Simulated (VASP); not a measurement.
A run of VASP 6.6.1 is set up as follows.

The input INCAR:

```
SYSTEM = Ru
  PREC = Accurate
  ENCUT = 520
  EDIFF = 1E-6
  ISMEAR = -1
  SIGMA = 0.08
  LREAL = .False.
  LASPH = .True.
  NELM = 80
  ALGO = Normal
  ISIF = 2
  LWAVE = .False.
  LCHARG = .False.
  GGA = PS
  NBANDS = 36
```

KPOINTS

```
regular mesh
0
Gamma
  13 9 8
  0 0 0
```

The input POSCAR:

```
Ru
1.0
   -1.3453760695      2.3302597077      0.0000000000
    0.0000000000      0.0000000000      4.2493843975
    4.0361282085      2.3302597077      0.0000000000
Ru
4
Direct
    0.5000000000      0.2500000000      0.1666666670
    0.0000000000      0.2500000000      0.6666666670
    0.0000000000      0.7500000000      0.3333333330
    0.5000000000      0.7500000000      0.8333333330
```

Potentials or basis: VASP PAW PBE potentials, release 64 (Ru_pv).

Command:

```bash
$ cat potpaw_PBE.64/Ru_pv/POTCAR > POTCAR
$ mpirun -np 1 vasp_std > vasp.out
```

Question: What does it give for the band gap on the k mesh?

Answer: Zero (bands 28 and 29 overlap by 2.55 eV).

Question: Estimate the pressure.

Answer: 0.0 GPa.

Question: Estimate the largest force.

Answer: 0.021 eV/Å.

Forces on the atoms (eV/Å):
```
Ru   0.018  0.010  0.000
Ru   0.018  0.010  0.000
Ru  -0.018 -0.010  0.000
Ru  -0.018 -0.010  0.000
```

Caveat: the PAW data sets were made with another functional, which shifts forces and pressure a little.
